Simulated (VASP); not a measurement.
Set up this calculation in VASP 6.6.1, as the native input.

- Task: electric field gradients
- Functional: PBE
- Potentials or basis: VASP PAW PBE potentials, release 64 (Te, Pb_d)
- Cutoff: 520 eV
- k mesh: 10 × 10 × 10
- Occupations: methfessel-paxton, width 0.01 eV
- Spin: collinear spin
- Starting moments: [0.2, 0.2] μB
- Dipole correction: no
- Further INCAR settings: ALGO = Normal; EDIFF = 1e-08; NBANDS = 21

The structure of TePb lies in POSCAR:

```
TePb
1.0
    0.0968100000      3.2754050000      3.2754050000
    3.2754050000      0.0968100000      3.2754050000
    3.2754050000      3.2754050000      0.0968100000
Te Pb
1 1
Direct
    0.5000000000      0.5000000000      0.5000000000
    0.0000000000      0.0000000000      0.0000000000
```

The input as run:

INCAR

```
PREC     = Accurate       # precision mode
ENCUT    = 520            # plane-wave cutoff, eV
EDIFF    = 1E-8           # SCF threshold, eV
ISMEAR   = 1              # smearing method
SIGMA    = 0.01           # smearing width, eV
LREAL    = F              # projectors in reciprocal space
LASPH    = T              # aspherical terms in the spheres
NELM     = 150            # most SCF steps
ALGO     = Normal         # electronic algorithm
ISIF     = 2              # what is computed and relaxed
LWAVE    = F              # write WAVECAR
LCHARG   = F              # write CHGCAR
ISPIN    = 2              # spin polarisation
MAGMOM   = 0.2 0.2        # initial moments
LORBIT   = 11             # projections on sites
GGA      = PE             # functional
LEFG     = T            
NBANDS   = 21             # bands
```

KPOINTS

```
regular mesh
0
Gamma
  10 10 10
```

Potentials or basis: VASP PAW PBE potentials, release 64 (Te, Pb_d).

Launch:

```bash
$ cat potpaw_PBE.64/Te/POTCAR potpaw_PBE.64/Pb_d/POTCAR > POTCAR
$ mpirun -np 1 vasp_std > vasp.out
```

Results of the run:

- Pressure: 2.3 GPa
- Band gap on the k mesh: 0.40 eV (least direct gap 0.66 eV)
- Net moment: 0.00 μB per cell
- Largest electric field gradient by atom: Te +32.9; Pb -1.4 V/Å²
- Valence electrons inside the program's atomic spheres: Te 3.40; Pb 11.88

Caveat: without QUAD_EFG the Cq values of the log hold for a quadrupole moment of 1 mb, not for the nuclei; spin-orbit coupling is left out, which moves the levels of the heavy elements.

Wall time 9.3 min on 1 thread of AMD EPYC 7R43 64-Core Processor (Zen 3) (shared host), peak memory 0.39 GiB.
